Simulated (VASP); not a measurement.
Write the native input for VASP 6.6.1 that does the following.

```yaml
Task: single point
Functional: PBEsol
Dispersion: D3(BJ)
Potentials_or_basis: VASP PAW PBE potentials, release 64 (Ga_d, Sb)
Cutoff: 520 eV
k_mesh: 14 × 14 × 14
Occupations: gaussian, width 0.15 eV
Spin: no spin polarisation
Dipole_correction: no
Further_INCAR_settings: ALGO = Fast; EDIFF = 1e-06; NBANDS = 30
```

The structure of Ga3Sb lies in POSCAR:

```
Ga3Sb
1.0
   -2.1858970803      2.1858970803      4.2681826391
    2.1858970803     -2.1858970803      4.2681826391
    2.1858970803      2.1858970803     -4.2681826391
Ga Sb
3 1
Direct
    0.7500000000      0.2500000000      0.5000000000
    0.2500000000      0.7500000000      0.5000000000
    0.5000000000      0.5000000000      0.0000000000
    0.0000000000      0.0000000000      0.0000000000
```

One way to write it, as run:

INCAR

```
PREC = Accurate
ENCUT = 520
EDIFF = 1E-6
ISMEAR = 0
SIGMA = 0.15
LREAL = False
LASPH = True
NELM = 60
ALGO = Fast
ISIF = 2
LWAVE = False
LCHARG = True
GGA = PS
IVDW = 12
LELF = True
LVHAR = True
NBANDS = 30
```

KPOINTS

```
Automatic mesh
0
Gamma
  14 14 14
```

Potentials or basis: VASP PAW PBE potentials, release 64 (Ga_d, Sb).

Launch:

```sh
$ cat potpaw_PBE.64/Ga_d/POTCAR potpaw_PBE.64/Sb/POTCAR > POTCAR
$ mpirun -np 1 vasp_std > vasp.out
```

Results of the run:

```yaml
Pressure: -2.0 GPa
Band_gap_on_the_k_mesh: zero (bands 22 and 23 overlap by 4.81 eV)
Dispersion_energy_per_atom: -0.360 eV
```

Caveat: the PAW data sets were made with another functional, which shifts forces and pressure a little; spin-orbit coupling is left out, which moves the levels of the heavy elements.

Run time: 21 min on 1 thread of Oxide Virtual Turin-like Processor, with other jobs on the host, peak memory 0.59 GiB.
